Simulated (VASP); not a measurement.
Input of a VASP 6.6.1 run:

The input INCAR:

```
PREC = Accurate
ENCUT = 520
EDIFF = 1E-6
ISMEAR = 0
SIGMA = 0.1
LREAL = False
LASPH = True
NELM = 100
ALGO = Normal
ISIF = 2
LWAVE = False
LCHARG = False
GGA = PE
NBANDS = 14
```

Contents of KPOINTS:

```
regular mesh
0
Gamma
  12 12 4
```

POSCAR

```
Li3H2
1.0
    2.5303420958      0.0000000000      0.0000000000
    0.0000000000      2.7870649742      0.0000000000
    0.0000000000      0.0000000000      7.4864973367
Li H
3 2
Direct
    0.0000000000      0.5000000000      0.3105417695
    0.0000000000      0.5000000000      0.9275936910
    0.0000000000      0.0000000000      0.6107365301
    0.5000000000      0.0000000000      0.8237404619
    0.5000000000      0.5000000000      0.4993875576
```

Potentials or basis: VASP PAW PBE potentials, release 64 (Li_sv, H).

The run is started by

```sh
$ cat potpaw_PBE.64/Li_sv/POTCAR potpaw_PBE.64/H/POTCAR > POTCAR
$ mpirun -np 1 vasp_std > vasp.out
```

**Question.** Estimate the band gap on the k mesh.

**Answer.** Zero (an odd number of electrons rules out a gap without spin polarisation).

Forces on the atoms (eV/Å):
```
Li   0.000  0.000 -0.001
Li   0.000  0.000  0.000
Li   0.000  0.000  0.001
H    0.000  0.000 -0.002
H    0.000  0.000  0.002
```
